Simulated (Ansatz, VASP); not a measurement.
# P3C2 in VASP and in Ansatz

```xyz
5
Lattice="4.2342 0.0000 0.0000 -2.1171 3.6669 0.0000 0.0000 0.0000 5.1994" Properties=species:S:1:pos:R:3 pbc="T T T"
P     0.0000    0.0000    3.8757
P     0.0000    0.0000    1.3238
P     2.1171    1.2223    0.0000
C     2.1171    1.2223    2.5997
C     0.0000    2.4446    0.0000
```

Change from the starting cell: species swapped into the Fe3Ge2 type (P-6m2, No. 187).

Alike in both runs: task relaxation of cell and atoms; functional PBE; k mesh 6 × 6 × 4; occupations gaussian, width 0.1 eV; no spin polarisation.

|  | VASP | Ansatz |
| --- | --- | --- |
| version | VASP 6.6.1 | Ansatz 0.2.0 |
| potentials or method | VASP PAW PBE potentials, release 64 (P, C), cutoff 600 eV | scalar-relativistic, plane waves, PAW |
| valence electrons in the cell | 23 | 23 |

```tsv
	VASP	Ansatz	Ansatz less VASP
gap on the k mesh at the Fermi level, each at its own relaxed structure (eV)	none	none	-
relaxed volume (Å³/atom)	12.30	13.23	+0.926
relaxed cell length with the largest relative difference (Å)	8.197	8.861	+0.6645
```

A gap of «none» marks a metal or a gap that the smearing closes. One of these differences is far larger than is usual between the two programs; its cause wasn't traced.

Noted on VASP's run: the volume moved by over 15 % at a fixed basis, so the end points are rough.
